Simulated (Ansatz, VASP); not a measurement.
## Two plane-wave programs on ZrS

The input INCAR:

```
ALGO = Normal ; EDIFF = 1E-6
ENCUT = 520 ; GGA = PS
ISIF = 2 ; ISMEAR = 0
LASPH = True ; LCHARG = False
LREAL = False ; LWAVE = False
NBANDS = 16 ; NELM = 100
PREC = Accurate ; SIGMA = 0.15
```

The input KPOINTS:

```
k-points
0
Gamma
  16 16 16
```

The input POSCAR:

```
ZrS
1.0
    0.0000000000      2.7037500000      2.6250000000
    2.5462500000      0.0000000000      2.6250000000
    2.5462500000      2.7037500000      0.0000000000
Zr S
1 1
Direct
    0.0000000000      0.0000000000      0.0000000000
    0.5000000000      0.5000000000      0.5000000000
```

Input for Ansatz:

```yaml
crystal:
  lattice:
    - [0.0, 2.70375, 2.625]
    - [2.54625, 0.0, 2.625]
    - [2.54625, 2.70375, 0.0]
  atoms:
    - { symbol: Zr, position: [0.0, 0.0, 0.0] }
    - { symbol: S, position: [0.5, 0.5, 0.5] }
basis:
  ecutwfc: 420
kpoints:
  mp_grid: { grid: [16, 16, 16] }
hamiltonian:
  xc: pbesol
scf:
  occupations: { method: gaussian, width: 0.15 }
output:
  forces: true
  stress: true
  eigenvalues: true
```

Change from the starting cell: strain -0.0300 x Voigt [1, -1, 0, 0, 0, 0], atoms carried along.

Alike in both runs: task single point; functional PBEsol; k mesh 16 × 16 × 16; occupations gaussian, width 0.15 eV; no spin polarisation.

|  | VASP | Ansatz |
| --- | --- | --- |
| version | VASP 6.6.1 | Ansatz 0.2.0 |
| potentials or method | VASP PAW PBE potentials, release 64 (Zr_sv, S), cutoff 520 eV | scalar-relativistic, plane waves, PAW |
| valence electrons in the cell | 18 | 18 |

```tsv
	VASP	Ansatz	Ansatz less VASP
gap on the k mesh at the Fermi level (eV)	none	none	-
pressure (GPa)	-5.2	-5.4	-0.21
traceless stress, the component that is largest in VASP (GPa)	7.97	7.90	-0.061
```

VASP's potentials were made for PBE, not for PBEsol. A gap of «none» marks a metal or a gap that the smearing closes.
